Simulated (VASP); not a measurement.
# B33N32 (a cell with a defect) in VASP: single point with PBEsol

Aim: the single point of B33N32 (a cell with a defect) with PBEsol.

Everything below comes from runs of VASP 6.6.1. Logs are shortened: lines on timing, memory, paths and dates and some standing lists are left out, and cuts for length are marked.

## 1. The cell of the first run

The cell holds a defect, 65 atoms: a = 7.212 Å, b = 7.212 Å, c = 7.212 Å, α = 90.00°, β = 90.00°, γ = 90.00°.

## 2. Single point, PBEsol

INCAR

```
SYSTEM = B33N32
PREC = Accurate
ENCUT = 520
EDIFF = 1E-6
ISMEAR = -1
SIGMA = 0.05
LREAL = Auto
LASPH = .True.
NELM = 60
ALGO = Normal
ISIF = 2
LWAVE = .False.
LCHARG = .True.
GGA = PS
LELF = .True.
LVHAR = .True.
NBANDS = 168
NELECT = 260.0
ISYM = 0
```

KPOINTS

```
Automatic mesh
0
Gamma
  1 1 1
  0.25 0.25 0.25
```

POSCAR

```
B33N32
1.0
    7.2115910000      0.0000000000      0.0000000000
    0.0000000000      7.2115910000      0.0000000000
    0.0000000000      0.0000000000      7.2115910000
B N
33 32
Direct
    0.0023840000      0.0011160000      0.0029660000
    0.0005710000      0.0013640000      0.5032830000
    0.0005140000      0.5022410000      0.0014320000
    0.9920100000      0.5027550000      0.5101090000
    0.5037670000      0.9961880000      0.9990580000
    0.5016500000      0.9964390000      0.5031730000
    0.5102960000      0.4953730000      0.9929390000
    0.4629510000      0.4606510000      0.4545640000
    0.2566680000      0.2443030000      0.9946050000
    0.2498890000      0.2510040000      0.5001480000
    0.2498670000      0.7501340000      0.0016690000
    0.2486080000      0.7583050000      0.5087100000
    0.7550370000      0.2480480000      0.9988750000
    0.7558640000      0.2493320000      0.5040220000
    0.7508840000      0.7494710000      0.0026770000
    0.7464500000      0.7478190000      0.5064680000
    0.2516870000      0.9989960000      0.2523840000
    0.2521080000      0.9994870000      0.7511410000
    0.1986360000      0.5446880000      0.2800370000
    0.2525750000      0.5002490000      0.7514880000
    0.7541130000      0.9960070000      0.2527410000
    0.7523810000      0.9987660000      0.7520080000
    0.7530260000      0.4988550000      0.2531630000
    0.7490890000      0.5034660000      0.7487590000
    0.9984970000      0.2521250000      0.2535560000
    0.0026250000      0.2511420000      0.7529940000
    0.9940960000      0.7564380000      0.2529940000
    0.9998880000      0.7514540000      0.7544730000
    0.5209340000      0.2332000000      0.2475480000
    0.5029400000      0.2494570000      0.7475230000
    0.4979140000      0.7529940000      0.2532150000
    0.5046040000      0.7462290000      0.7502630000
    0.3479100000      0.4130970000      0.2598290000
    0.1296240000      0.1282530000      0.1283400000
    0.1259930000      0.1250520000      0.6274150000
    0.1111820000      0.6391950000      0.1230720000
    0.1245550000      0.6276680000      0.6319230000
    0.6374200000      0.1132670000      0.1235210000
    0.6281540000      0.1238430000      0.6264250000
    0.6248480000      0.6228900000      0.1284230000
    0.6321110000      0.6314080000      0.6337710000
    0.4131070000      0.3425650000      0.0969150000
    0.3728720000      0.3708340000      0.6258670000
    0.3761270000      0.8754740000      0.1249430000
    0.3763620000      0.8768480000      0.6315170000
    0.8775540000      0.3755840000      0.1252490000
    0.8748040000      0.3760450000      0.6329160000
    0.8750260000      0.8775290000      0.1280440000
    0.8775570000      0.8770540000      0.6280340000
    0.3791930000      0.1175170000      0.3760100000
    0.3781480000      0.1202520000      0.8714640000
    0.3670430000      0.6482690000      0.3829610000
    0.3769420000      0.6222750000      0.8787050000
    0.8776960000      0.1236880000      0.3780100000
    0.8795750000      0.1249640000      0.8768680000
    0.8720840000      0.6276950000      0.3795240000
    0.8764260000      0.6256360000      0.8788470000
    0.1050970000      0.3790740000      0.3900420000
    0.1298870000      0.3761190000      0.8791130000
    0.1233440000      0.8798000000      0.3789370000
    0.1269950000      0.8769700000      0.8778580000
    0.6403810000      0.3655110000      0.3730070000
    0.6324170000      0.3739960000      0.8705350000
    0.6264950000      0.8744370000      0.3779130000
    0.6274770000      0.8741660000      0.8779240000
```

Potentials or basis: VASP PAW PBE potentials, release 64 (B, N).

Command:

```bash
cat potpaw_PBE.64/B/POTCAR potpaw_PBE.64/N/POTCAR > POTCAR
mpirun -np 1 vasp_std > vasp.out
```

OUTCAR:

```text
SYSTEM = B33N32
   PREC = Accurate
   ENCUT = 520
   EDIFF = 1E-6
   ISMEAR = -1
   LREAL = Auto
   LASPH = .True.
   NELM = 60
   ISIF = 2
   GGA = PS
   NELECT = 260.0
   ISYM = 0

 ion  position               nearest neighbor table
   1  0.002  0.001  0.003-  55 1.55  61 1.56  48 1.57  34 1.58
   2  0.001  0.001  0.503-  60 1.54  54 1.54  49 1.55  35 1.55
   3  0.001  0.502  0.001-  57 1.54  36 1.54  46 1.55  59 1.57
   4  0.992  0.503  0.510-  58 1.49  47 1.53  56 1.56  37 1.58
   5  0.504  0.996  0.999-  65 1.53  44 1.56  38 1.56  51 1.57
   6  0.502  0.996  0.503-  50 1.54  64 1.55  45 1.55  39 1.57
[... 10 lines left out ...]
  17  0.252  0.999  0.252-  50 1.54  60 1.56  44 1.56  34 1.56
[... 8 lines left out ...]
  26  0.003  0.251  0.753-  47 1.55  55 1.55  35 1.56  59 1.58
  27  0.994  0.756  0.253-  36 1.52  48 1.52  56 1.57  60 1.58  19 2.13
  28  1.000  0.751  0.754-  37 1.54  57 1.56  49 1.56  61 1.57
  29  0.521  0.233  0.248-  38 1.50  42 1.55  62 1.57  50 1.61  33 1.80
  30  0.503  0.249  0.748-  39 1.55  43 1.55  63 1.57  51 1.57
  31  0.498  0.753  0.253-  52 1.53  44 1.55  64 1.56  40 1.59
  32  0.505  0.746  0.750-  41 1.50  45 1.57  65 1.58  53 1.58
  33  0.348  0.413  0.260-  42 1.36  19 1.44   8 1.67  29 1.80  52 1.92
  34  0.130  0.128  0.128-  17 1.56   9 1.57   1 1.58  25 1.58
  35  0.126  0.125  0.627-   2 1.55  26 1.56  18 1.56  10 1.57
  36  0.111  0.639  0.123-  19 1.46  27 1.52   3 1.54  11 1.55
  37  0.125  0.628  0.632-  28 1.54  20 1.56  12 1.57   4 1.58
  38  0.637  0.113  0.124-  29 1.50  21 1.51   5 1.56  13 1.57
  39  0.628  0.124  0.626-  30 1.55  22 1.56  14 1.56   6 1.57
  40  0.625  0.623  0.128-  23 1.57  15 1.58   7 1.58  31 1.59
  41  0.632  0.631  0.634-  16 1.49  32 1.50  24 1.50
  42  0.413  0.343  0.097-  33 1.36   7 1.51   9 1.52  29 1.55
  43  0.373  0.371  0.626-  10 1.53   8 1.54  30 1.55  20 1.56
  44  0.376  0.875  0.125-  31 1.55   5 1.56  11 1.56  17 1.56
  45  0.376  0.877  0.632-  18 1.53  12 1.54   6 1.55  32 1.57
  46  0.878  0.376  0.125-  25 1.55   3 1.55  23 1.56  13 1.57
  47  0.875  0.376  0.633-   4 1.53  24 1.54  26 1.55  14 1.56
  48  0.875  0.878  0.128-  21 1.52  27 1.52   1 1.57  15 1.57
  49  0.878  0.877  0.628-  22 1.54   2 1.55  28 1.56  16 1.59
  50  0.379  0.118  0.376-  17 1.54   6 1.54  10 1.61  29 1.61
  51  0.378  0.120  0.871-  18 1.53   9 1.54   5 1.57  30 1.57
  52  0.367  0.648  0.383-  12 1.48  31 1.53   8 1.60  19 1.61  33 1.92
  53  0.377  0.622  0.879-  20 1.56   7 1.56  11 1.57  32 1.58
  54  0.878  0.124  0.378-   2 1.54  14 1.56  25 1.56  21 1.57
  55  0.880  0.125  0.877-  13 1.54   1 1.55  26 1.55  22 1.57
  56  0.872  0.628  0.380-  16 1.55  23 1.56   4 1.56  27 1.57
  57  0.876  0.626  0.879-   3 1.54  15 1.55  28 1.56  24 1.58
  58  0.105  0.379  0.390-   4 1.49  25 1.55  19 1.58  10 1.60
  59  0.130  0.376  0.879-  20 1.56   9 1.56   3 1.57  26 1.58
  60  0.123  0.880  0.379-   2 1.54  17 1.56  12 1.57  27 1.58
  61  0.127  0.877  0.878-  11 1.56   1 1.56  18 1.56  28 1.57
  62  0.640  0.366  0.373-  14 1.51  23 1.53   8 1.57  29 1.57
  63  0.632  0.374  0.871-   7 1.52  24 1.53  13 1.57  30 1.57
  64  0.626  0.874  0.378-   6 1.55  21 1.56  31 1.56  16 1.56
  65  0.627  0.874  0.878-   5 1.53  15 1.55  22 1.56  32 1.58

IMPORTANT INFORMATION: All symmetrisations will be switched off!
NOSYMM: (Re-)initialisation of all symmetry stuff for point group C_1.

----------------------------------------------------------------------------------------

                                     Primitive cell

  volume of cell :     375.0535

  direct lattice vectors                    reciprocal lattice vectors
     7.211591000  0.000000000  0.000000000     0.138665656  0.000000000  0.000000000
     0.000000000  7.211591000  0.000000000     0.000000000  0.138665656  0.000000000
     0.000000000  0.000000000  7.211591000     0.000000000  0.000000000  0.138665656

  length of vectors
     7.211591000  7.211591000  7.211591000     0.138665656  0.138665656  0.138665656

  position of ions in fractional coordinates (direct lattice)
     0.002384000  0.001116000  0.002966000
     0.000571000  0.001364000  0.503283000
     0.000514000  0.502241000  0.001432000
     0.992010000  0.502755000  0.510109000
     0.503767000  0.996188000  0.999058000
     0.501650000  0.996439000  0.503173000
[... 57 lines left out ...]
     0.626495000  0.874437000  0.377913000
     0.627477000  0.874166000  0.877924000

  ion indices of the primitive-cell ions
   primitive index   ion index
                 1           1
[... 79 lines left out ...]

  Length of vectors
     0.138665656  0.138665656  0.138665656

  Shift w.r.t. Gamma in fractional coordinates (k-lattice)
     0.250000000  0.250000000  0.250000000

 Subroutine IBZKPT returns following result:
 ===========================================

 Found      4 irreducible k-points:

 Following reciprocal coordinates:
            Coordinates               Weight
  0.250000  0.250000  0.250000      2.000000
 -0.250000  0.250000  0.250000      2.000000
 -0.250000 -0.250000  0.250000      2.000000
  0.250000 -0.250000  0.250000      2.000000
   k-points           NKPTS =      4   k-points in BZ     NKDIM =      4   number of bands    NBANDS=    168
   number of dos      NEDOS =    301   number of ions     NIONS =     65
   total plane-waves  NPLWV = 157464
   dimension x,y,z NGX =    54 NGY =   54 NGZ =   54
   dimension x,y,z NGXF=   108 NGYF=  108 NGZF=  108
   ions per type =              33  32
   NGX,Y,Z   is equivalent  to a cutoff of  12.45, 12.45, 12.45 a.u.
   NGXF,Y,Z  is equivalent  to a cutoff of  24.90, 24.90, 24.90 a.u.
 SYSTEM =  B33N32
   PREC   = accura    normal or accurate (medium, high low for compatibility)
   ISTART =      0    job   : 0-new  1-cont  2-samecut
   ICHARG =      2    charge: 1-file 2-atom 10-const
   ISPIN  =      1    spin polarized calculation?
   LNONCOLLINEAR =      F non collinear calculations
   LSORBIT =      F    spin-orbit coupling
   LASPH  =      T    aspherical Exc in radial PAW
   ENCUT  =  520.0 eV  38.22 Ry    6.18 a.u.  13.41 13.41 13.41*2*pi/ulx,y,z
   NELM   =     60;   NELMIN=  2; NELMDL= -5     # of ELM steps
   EDIFF  = 0.1E-05   stopping-criterion for ELM
   LREAL  =      T    real-space projection
   EDIFFG = 0.1E-04   stopping-criterion for IOM
   NSW    =      0    number of steps for IOM
   IBRION =     -1    ionic relax: 0-MD 1-quasi-New 2-CG
   NFREE  =      0    steps in history (QN), initial steepest desc. (CG)
   ISIF   =      2    stress and relaxation
   ISYM   =      0    0-nonsym 1-usesym 2-fastsym
   POTIM  = 0.5000    time-step for ionic-motion
   TEBEG  =    0.0;   TEEND  =   0.0 temperature during run
   PSTRESS=    0.0 pullay stress
   NELECT =     260.0000    total number of electrons
   NUPDOWN=      -1.0000    fix difference up-down
   EMIN   =  10.00;   EMAX   =-10.00  energy-range for DOS
   EFERMI =   0.00;   METHOD = LEGACY
   ISMEAR =    -1;   SIGMA  =   0.05  broadening in eV -4-tet -1-fermi 0-gaus
   EFERMI_NEDOS =   21; number of points for ismear=-14 and -15
   IALGO  =     38    algorithm
   IMIX   =      4    mixing-type and parameters
     AMIX     =   0.40;   BMIX     =  1.00
     AMIX_MAG =   1.60;   BMIX_MAG =  1.00
  volume/ion in A,a.u.               =       5.77        38.94
  Fermi-wavevector in a.u.,A,eV,Ry     =   1.448888  2.738002 28.562396  2.099277
  Thomas-Fermi vector in A             =   2.566678
   LORBIT       =      0    0 simple, 1 ext, 2 COOP (PROOUT), +10 PAW based schemes
   GGA     = PS    functional components
   LHFCALC =     F    Hartree Fock is set to
   AEXX    =    0.0000 exact exchange contribution
   IVDW    =     0    specifies the selected vdW correction
   LEPSILON=     F    determine dielectric tensor
   LRPA    =     F    only Hartree local field effects (RPA)
 non-spin polarized calculation
  energy-cutoff  :      520.00
  volume of cell :      375.05
 maximum number of plane-waves:     10107
 NGX is ok and might be reduce to    54
   NGX = 27   NGY = 27   NGZ = 27

 number of electron     260.0000004 magnetization

 Free energy of the ion-electron system (eV)
  ---------------------------------------------------
  ext. energy  EPLUGINS =         0.00000000
  ---------------------------------------------------
  free energy    TOTEN  =      -571.17961803 eV

  energy without entropy =     -571.17961803  energy(sigma->0) =     -571.17961803

 E-fermi :  11.1061     XC(G=0): -13.1419

 val. band max:        9.8516493780   @ k =  -0.2500   0.2500   0.2500
 cond. band min:      12.6549892833   @ k =   0.2500  -0.2500   0.2500
 fundamental gap:      2.8033399053
 Fermi energy:        11.1061375360

 k-point     1 :       0.2500    0.2500    0.2500
  band No.  band energies     occupation
      1     -12.5696      2.00000
      2     -11.7283      2.00000
      3     -11.5485      2.00000
      4     -11.4556      2.00000
      5     -10.7324      2.00000
      6     -10.6056      2.00000
[... 569 lines left out ...]
    141      15.6481      0.00000
    142      15.6765      0.00000
 [bands above 142 left out]

------------------------ aborting loop because EDIFF is reached ----------------------------------------

  FORCE on cell =-STRESS in cart. coord.  units (eV):
  Direction    XX          YY          ZZ          XY          YZ          ZX
  --------------------------------------------------------------------------------------
  -------------------------------------------------------------------------------------
  Total       48.4230750     46.5277417     37.0866952    -15.8574717     10.8931849     -7.2924726
  in kB      206.8567434    198.7601393    158.4292816    -67.7409471     46.5341937    -31.1524439
  external PRESSURE =     188.0153881 kB  Pullay stress =       0.0000000 kB

 VOLUME and BASIS-vectors are now :
 -----------------------------------------------------------------------------
  energy-cutoff  :      520.00
  volume of cell :      375.05
      direct lattice vectors                 reciprocal lattice vectors
     7.211591000  0.000000000  0.000000000     0.138665656  0.000000000  0.000000000
     0.000000000  7.211591000  0.000000000     0.000000000  0.138665656  0.000000000
     0.000000000  0.000000000  7.211591000     0.000000000  0.000000000  0.138665656

 POSITION                                       TOTAL-FORCE (eV/Angst)
 -----------------------------------------------------------------------------------
      0.01719      0.00805      0.02139         0.070880      0.057239      0.050171
      0.00412      0.00984      3.62947         0.059976      0.057167      0.082274
      0.00371      3.62196      0.01033         0.046035      0.090630      0.040026
      7.15397      3.62566      3.67870         0.047599      0.089620      0.077263
      3.63296      7.18410      7.20480         0.054899      0.061549      0.041719
      3.61769      7.18591      3.62868         0.035858      0.061320      0.060591
[... 57 lines left out ...]
      4.51803      6.30608      2.72535        -0.035943     -0.038315     -0.063764
      4.52511      6.30413      6.33123        -0.040073     -0.037121     -0.037940
 -----------------------------------------------------------------------------------
    total drift:                               -0.005602      0.006096     -0.006009

  FREE ENERGIE OF THE ION-ELECTRON SYSTEM (eV)
  ---------------------------------------------------
  free  energy   TOTEN  =      -571.1796180322 eV

  energy  without entropy=     -571.1796180322  energy(sigma->0) =     -571.17961803
```

It took 8.3 min on 1 thread of Intel Xeon Platinum 8259CL at 2.50GHz (Skylake/Cascade Lake), shared host; peak memory 0.47 GiB.

What came out:

```
Free energy   : -571.1796 eV
Largest force : 0.368 eV/Å
```

Forces on the atoms (eV/Å):
```
B    0.071  0.057  0.050
B    0.060  0.057  0.082
B    0.046  0.091  0.040
B    0.048  0.090  0.077
B    0.055  0.062  0.042
B    0.036  0.061  0.061
B    0.000  0.137  0.059
B    0.018  0.065 -0.077
B    0.177  0.042  0.009
B    0.059  0.022  0.067
B    0.080  0.032  0.049
B    0.068  0.034  0.065
B    0.053  0.063  0.054
B    0.045  0.067  0.080
B    0.051  0.064  0.052
B    0.067  0.056  0.055
B    0.071  0.041  0.052
B    0.050  0.059  0.052
B    0.262  0.080  0.047
B    0.074  0.036  0.044
B    0.055  0.067  0.079
B    0.057  0.065  0.063
B    0.036  0.058  0.062
B    0.076  0.050  0.078
B    0.035  0.050  0.058
B    0.073  0.058  0.056
B    0.040  0.065  0.015
B    0.064  0.065  0.059
B    0.024  0.050  0.016
B    0.024  0.057  0.058
B    0.057  0.023  0.048
B    0.027  0.065  0.060
B   -0.132  0.000  0.083
N   -0.099 -0.047 -0.044
N   -0.087 -0.057 -0.078
N   -0.132 -0.074 -0.079
N   -0.049 -0.047 -0.067
N   -0.091 -0.078 -0.047
N   -0.044 -0.052 -0.059
N   -0.058 -0.053 -0.047
N   -0.038 -0.058 -0.063
N   -0.209 -0.288 -0.096
N   -0.018 -0.023 -0.005
N   -0.065 -0.054 -0.041
N   -0.032 -0.030 -0.042
N   -0.051 -0.072 -0.042
N   -0.047 -0.060 -0.074
N   -0.034 -0.077 -0.038
N   -0.038 -0.045 -0.053
N   -0.089 -0.050 -0.099
N   -0.016 -0.029 -0.039
N   -0.085 -0.016  0.105
N   -0.034 -0.039 -0.058
N   -0.067 -0.068 -0.089
N   -0.048 -0.060 -0.057
N   -0.055 -0.058 -0.049
N   -0.044 -0.059 -0.043
N    0.008 -0.150 -0.165
N   -0.075 -0.061 -0.063
N   -0.047 -0.063 -0.067
N   -0.063 -0.043 -0.050
N   -0.012  0.033  0.034
N   -0.031 -0.037 -0.080
N   -0.036 -0.038 -0.064
N   -0.040 -0.037 -0.038
```

Caveat: the k points lie up to 0.87 Å⁻¹ apart; the cell carries a net charge on a neutralising background, which shifts energy and pressure; the cell is charged against a uniform background, so pressure and absolute levels hang on convention; the PAW data sets were made with another functional, which shifts forces and pressure a little.
